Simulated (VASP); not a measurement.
# Hf (P6_3/mmc) in VASP: a series of runs, part 2 of 3

VASP 6.6.1. The steps go on from the part before.

### Step 4. Electric field gradients, LDA

File INCAR:

```
PREC = Accurate
ENCUT = 520
EDIFF = 1E-8
ISMEAR = -1
SIGMA = 0.05
LREAL = F
LASPH = T
NELM = 60
ALGO = Normal
ISIF = 2
LWAVE = F
LCHARG = F
LEFG = T
NBANDS = 17
```

File KPOINTS:

```
regular mesh
0
Gamma
  12 12 7
```

File POSCAR:

```
Hf
1.0
    3.1923846315      0.0000000000      0.0000000000
   -1.5961923157      2.7646861895      0.0000000000
    0.0000000000      0.0000000000      5.0450416400
Hf
2
Direct
    0.3333333333      0.6666666667      0.2500000000
    0.6666666667      0.3333333333      0.7500000000
```

Potentials or basis: VASP PAW LDA potentials, release 64 (Hf_pv).

The run is started by

```
$ cat potpaw_LDA.64/Hf_pv/POTCAR > POTCAR
$ mpirun -np 1 vasp_std > vasp.out
```

OUTCAR:

```text
PREC = Accurate
   ENCUT = 520
   EDIFF = 1E-8
   ISMEAR = -1
   LREAL = F
   LASPH = T
   NELM = 60
   ISIF = 2

 ion  position               nearest neighbor table
   1  0.333  0.667  0.250-   2 3.12   2 3.12   2 3.12   2 3.12   2 3.12   2 3.12
   2  0.667  0.333  0.750-   1 3.12   1 3.12   1 3.12   1 3.12   1 3.12   1 3.12

  LATTYP: Found a hexagonal cell.
 ALAT       =     3.1923846315
 C/A-ratio  =     1.5803364013

  Lattice vectors:

 A1 = (   3.1923846315,   0.0000000000,   0.0000000000)
 A2 = (  -1.5961923157,   2.7646861895,   0.0000000000)
[... 694 lines left out ...]
  ---------------------------------------------------
  free  energy   TOTEN  =       -21.3295073514 eV

  energy  without entropy=      -21.3151935300  energy(sigma->0) =      -21.32235044

 Electric field gradients (V/A^2)
---------------------------------------------------------------------
 ion       V_xx      V_yy      V_zz      V_xy      V_xz      V_yz
---------------------------------------------------------------------
   1     -43.622   -43.621    87.243     0.000    -0.000     0.000
   2     -43.622   -43.621    87.243     0.000     0.000    -0.000
---------------------------------------------------------------------

 Electric field gradients after diagonalization (V/A^2)
 (convention: |V_zz| > |V_xx| > |V_yy|)
----------------------------------------------------------------------
 ion       V_xx      V_yy      V_zz     asymmetry (V_yy - V_xx)/ V_zz
----------------------------------------------------------------------
   1     -43.622   -43.621    87.243       0.000
   2     -43.622   -43.621    87.243       0.000
----------------------------------------------------------------------

           NMR quadrupolar parameters

 Cq : quadrupolar parameter    Cq=e*Q*V_zz/h
 eta: asymmetry parameters     (V_yy - V_xx)/ V_zz
 Q  : nuclear electric quadrupole moment in mb (millibarn)
----------------------------------------------------------------------
 ion       Cq(MHz)       eta       Q (mb)
----------------------------------------------------------------------
   1       0.211       0.000       1.000
   2       0.211       0.000       1.000
----------------------------------------------------------------------
```

stdout:

```text
POSCAR found type information on POSCAR Hf
 POSCAR found :  1 types and       2 ions
 scaLAPACK will be used
 LDA part: xc-table for (Slater(with rela. corr.)+CA(PZ))
 , standard interpolation
 POSCAR, INCAR and KPOINTS ok, starting setup
 FFT: planning ... GRIDC
 FFT: planning ... GRID_SOFT
 FFT: planning ... GRID
 WAVECAR not read
 entering main loop
ion   1

ion   2
```

It took 17 s on 1 thread of Intel Xeon Platinum 8559C (Emerald Rapids), shared host; peak memory 0.17 GiB.

Results:

| Item | Value |
| --- | --- |
| Free energy | -21.3295 eV |
| Pressure | -7.1 GPa |
| Band gap on the k mesh | zero (band 10 reaches 5.93 eV, above the bottom of band 11 at 4.55 eV) |

Electric field gradients, principal values (V/Å²):
| atom | least | middle | greatest (by size) |
| --- | --- | --- | --- |
| 1 Hf | -43.621 | -43.622 | 87.243 |
| 2 Hf | -43.621 | -43.622 | 87.243 |

Caveat: without QUAD_EFG the Cq values of the log hold for a quadrupole moment of 1 mb, not for the nuclei; spin-orbit coupling is left out, which moves the levels of the heavy elements.

### Step 5. Electric field gradients, PBEsol

File INCAR:

```
SYSTEM = Hf
PREC = Accurate
ENCUT = 520
EDIFF = 1E-8
ISMEAR = -1
SIGMA = 0.05
LREAL = .FALSE.
LASPH = .TRUE.
NELM = 100
ALGO = Normal
ISIF = 2
LWAVE = .FALSE.
LCHARG = .FALSE.
GGA = PS
LEFG = .TRUE.
NBANDS = 17
```

File KPOINTS:

```
Automatic mesh
0
G
  12 12 7
  0 0 0
```

POSCAR is that of step 4.

Potentials or basis: VASP PAW PBE potentials, release 64 (Hf_pv).

The run is started by

```
$ cat potpaw_PBE.64/Hf_pv/POTCAR > POTCAR
$ mpirun -np 1 vasp_std > vasp.out
```

OUTCAR:

```text
SYSTEM = Hf
   PREC = Accurate
   ENCUT = 520
   EDIFF = 1E-8
   ISMEAR = -1
   LREAL = .FALSE.
   LASPH = .TRUE.
   NELM = 100
   ISIF = 2
   GGA = PS

 ion  position               nearest neighbor table
   1  0.333  0.667  0.250-   2 3.12   2 3.12   2 3.12   2 3.12   2 3.12   2 3.12
   2  0.667  0.333  0.750-   1 3.12   1 3.12   1 3.12   1 3.12   1 3.12   1 3.12

  LATTYP: Found a hexagonal cell.
 ALAT       =     3.1923846315
 C/A-ratio  =     1.5803364013

  Lattice vectors:

 A1 = (   3.1923846315,   0.0000000000,   0.0000000000)
 A2 = (  -1.5961923157,   2.7646861895,   0.0000000000)
 A3 = (   0.0000000000,   0.0000000000,   5.0450416400)

Analysis of symmetry for initial positions (statically):
=====================================================================
 Subroutine PRICEL returns:
 Original cell was already a primitive cell.

 Routine SETGRP: Setting up the symmetry group for a
 hexagonal supercell.

 Subroutine GETGRP returns: Found 24 space group operations
 (whereof 12 operations were pure point group operations)
 out of a pool of 24 trial point group operations.

The static configuration has the point symmetry D_3d.
 The point group associated with its full space group is D_6h.

Analysis of symmetry for dynamics (positions and initial velocities):
=====================================================================
 Subroutine PRICEL returns:
 Original cell was already a primitive cell.

 Routine SETGRP: Setting up the symmetry group for a
 hexagonal supercell.

 Subroutine GETGRP returns: Found 24 space group operations
 (whereof 12 operations were pure point group operations)
 out of a pool of 24 trial point group operations.

The dynamic configuration has the point symmetry D_3d.
 The point group associated with its full space group is D_6h.

 Subroutine INISYM returns: Found 24 space group operations
 (whereof 12 operations are pure point group operations),
 and found     1 'primitive' translations

----------------------------------------------------------------------------------------

                                     Primitive cell

  volume of cell :      44.5272

  direct lattice vectors                    reciprocal lattice vectors
     3.192384631  0.000000000  0.000000000     0.313245462  0.180852352  0.000000000
    -1.596192316  2.764686189  0.000000000     0.000000000  0.361704704  0.000000000
     0.000000000  0.000000000  5.045041640     0.000000000  0.000000000  0.198214419

  length of vectors
     3.192384631  3.192384631  5.045041640     0.361704704  0.361704704  0.198214419

  position of ions in fractional coordinates (direct lattice)
     0.333333333  0.666666667  0.250000000
     0.666666667  0.333333333  0.750000000

  ion indices of the primitive-cell ions
   primitive index   ion index
                 1           1
                 2           2

----------------------------------------------------------------------------------------

[... 70 lines left out ...]
   LREAL  =      F    real-space projection
   EDIFFG = 0.1E-06   stopping-criterion for IOM
   NSW    =      0    number of steps for IOM
   IBRION =     -1    ionic relax: 0-MD 1-quasi-New 2-CG
   NFREE  =      0    steps in history (QN), initial steepest desc. (CG)
   ISIF   =      2    stress and relaxation
   ISYM   =      2    0-nonsym 1-usesym 2-fastsym
   POTIM  = 0.5000    time-step for ionic-motion
   TEBEG  =    0.0;   TEEND  =   0.0 temperature during run
   PSTRESS=    0.0 pullay stress
   NELECT =      20.0000    total number of electrons
   NUPDOWN=      -1.0000    fix difference up-down
   EMIN   =  10.00;   EMAX   =-10.00  energy-range for DOS
   EFERMI =   0.00;   METHOD = LEGACY
   ISMEAR =    -1;   SIGMA  =   0.05  broadening in eV -4-tet -1-fermi 0-gaus
   EFERMI_NEDOS =   21; number of points for ismear=-14 and -15
   IALGO  =     38    algorithm
   IMIX   =      4    mixing-type and parameters
     AMIX     =   0.40;   BMIX     =  1.00
     AMIX_MAG =   1.60;   BMIX_MAG =  1.00
  volume/ion in A,a.u.               =      22.26       150.24
  Fermi-wavevector in a.u.,A,eV,Ry     =   1.253746  2.369236 21.386713  1.571879
  Thomas-Fermi vector in A             =   2.387584
   LORBIT       =      0    0 simple, 1 ext, 2 COOP (PROOUT), +10 PAW based schemes
   GGA     = PS    functional components
   LHFCALC =     F    Hartree Fock is set to
   AEXX    =    0.0000 exact exchange contribution
   IVDW    =     0    specifies the selected vdW correction
   LEPSILON=     F    determine dielectric tensor
   LRPA    =     F    only Hartree local field effects (RPA)
 non-spin polarized calculation
  energy-cutoff  :      520.00
  volume of cell :       44.53
 maximum number of plane-waves:      1220
 NGX is ok and might be reduce to    24
   NGX = 11   NGY = 11   NGZ = 19

 number of electron      20.0000003 magnetization

 Free energy of the ion-electron system (eV)
  ---------------------------------------------------
  ext. energy  EPLUGINS =         0.00000000
  ---------------------------------------------------
  free energy    TOTEN  =       -20.99563103 eV

  energy without entropy =      -20.98242144  energy(sigma->0) =      -20.98902623

 E-fermi :   4.7975     XC(G=0): -11.4134

 val. band max:        4.7927102722   @ k =   0.3333   0.3333   0.2857
 cond. band min:       4.8011451717   @ k =   0.0000   0.0000   0.4286
 fundamental gap:      0.0084348994
 Fermi energy:         4.7975210731

 k-point     1 :       0.0000    0.0000    0.0000
  band No.  band energies     occupation
      1     -26.2352      2.00000
      2     -25.4773      2.00000
      3     -25.4773      2.00000
      4     -25.3457      2.00000
      5     -25.3457      2.00000
      6     -25.3454      2.00000
[... 457 lines left out ...]
      4     -25.6043      2.00000
      5     -25.4744      2.00000
      6     -25.4222      2.00000
[... 9 lines left out ...]
     16       9.3028      0.00000
     17      11.0026      0.00000

 [... further k-points ...]
[... 5 lines left out ...]
  --------------------------------------------------------------------------------------
  -------------------------------------------------------------------------------------
  Total       -0.9849935     -0.9849935     -1.0007361     -0.0000000      0.0000000      0.0000000
  in kB      -35.4419945    -35.4419945    -36.0084417     -0.0000000      0.0000000      0.0000000
  external PRESSURE =     -35.6308102 kB  Pullay stress =       0.0000000 kB

 VOLUME and BASIS-vectors are now :
 -----------------------------------------------------------------------------
  energy-cutoff  :      520.00
  volume of cell :       44.53
      direct lattice vectors                 reciprocal lattice vectors
     3.192384631  0.000000000  0.000000000     0.313245462  0.180852352  0.000000000
    -1.596192316  2.764686189  0.000000000     0.000000000  0.361704704  0.000000000
     0.000000000  0.000000000  5.045041640     0.000000000  0.000000000  0.198214419

 POSITION                                       TOTAL-FORCE (eV/Angst)
 -----------------------------------------------------------------------------------
     -0.00000      1.84312      1.26126         0.000000     -0.000000      0.000000
      1.59619      0.92156      3.78378        -0.000000      0.000000      0.000000
 -----------------------------------------------------------------------------------
    total drift:                                0.000000     -0.000000      0.000000

  FREE ENERGIE OF THE ION-ELECTRON SYSTEM (eV)
  ---------------------------------------------------
  free  energy   TOTEN  =       -20.9956310265 eV

  energy  without entropy=      -20.9824214368  energy(sigma->0) =      -20.98902623

 Electric field gradients (V/A^2)
---------------------------------------------------------------------
 ion       V_xx      V_yy      V_zz      V_xy      V_xz      V_yz
---------------------------------------------------------------------
   1     -42.629   -42.629    85.258     0.000    -0.000     0.000
   2     -42.629   -42.629    85.258     0.000     0.000    -0.000
---------------------------------------------------------------------

 Electric field gradients after diagonalization (V/A^2)
 (convention: |V_zz| > |V_xx| > |V_yy|)
----------------------------------------------------------------------
 ion       V_xx      V_yy      V_zz     asymmetry (V_yy - V_xx)/ V_zz
----------------------------------------------------------------------
   1     -42.630   -42.629    85.258       0.000
   2     -42.630   -42.629    85.258       0.000
----------------------------------------------------------------------

           NMR quadrupolar parameters

 Cq : quadrupolar parameter    Cq=e*Q*V_zz/h
 eta: asymmetry parameters     (V_yy - V_xx)/ V_zz
 Q  : nuclear electric quadrupole moment in mb (millibarn)
----------------------------------------------------------------------
 ion       Cq(MHz)       eta       Q (mb)
----------------------------------------------------------------------
   1       0.206       0.000       1.000
   2       0.206       0.000       1.000
----------------------------------------------------------------------
```

stdout:

```text
POSCAR found type information on POSCAR Hf
 POSCAR found :  1 types and       2 ions
 scaLAPACK will be used
 -----------------------------------------------------------------------------
|                                                                             |
|                                                                             |
|     You enforced a specific xc type in the INCAR file but a different       |
|     I HOPE YOU KNOW WHAT YOU ARE DOING!                                     |
|                                                                             |
 -----------------------------------------------------------------------------

 LDA part: xc-table for (Slater+PW92), standard interpolation
 POSCAR, INCAR and KPOINTS ok, starting setup
 FFT: planning ... GRIDC
 FFT: planning ... GRID_SOFT
 FFT: planning ... GRID
 WAVECAR not read
 entering main loop
ion   1

ion   2
```

Run time: 19 s. Hardware: 1 thread of Intel Xeon Platinum 8559C (Emerald Rapids), shared host; peak memory 0.19 GiB.

What came out:

| Item | Value |
| --- | --- |
| Free energy | -20.9956 eV |
| Pressure | -3.6 GPa |
| Band gap on the k mesh | zero (band 10 reaches 5.96 eV, above the bottom of band 11 at 4.49 eV) |

Levels at points of the mesh, in eV from the Fermi level:
```tsv
k point	band 8	band 9	band 10	band 11	band 12	band 13
(0.00, 0.00, 0.00)	-3.73	0.69	1.16	1.16	1.45	1.99
(0.50, 0.00, 0.00)	-2.77	-2.25	-0.79	0.76	0.87	1.68
```

Electric field gradients, principal values (V/Å²):
```csv
atom,least,middle,greatest (by size)
1 Hf,-42.629,-42.630,85.258
2 Hf,-42.629,-42.630,85.258
```

Caveat: without QUAD_EFG the Cq values of the log hold for a quadrupole moment of 1 mb, not for the nuclei; the PAW data sets were made with another functional, which shifts forces and pressure a little; spin-orbit coupling is left out, which moves the levels of the heavy elements.

(Part 2 of 3 ends here.)
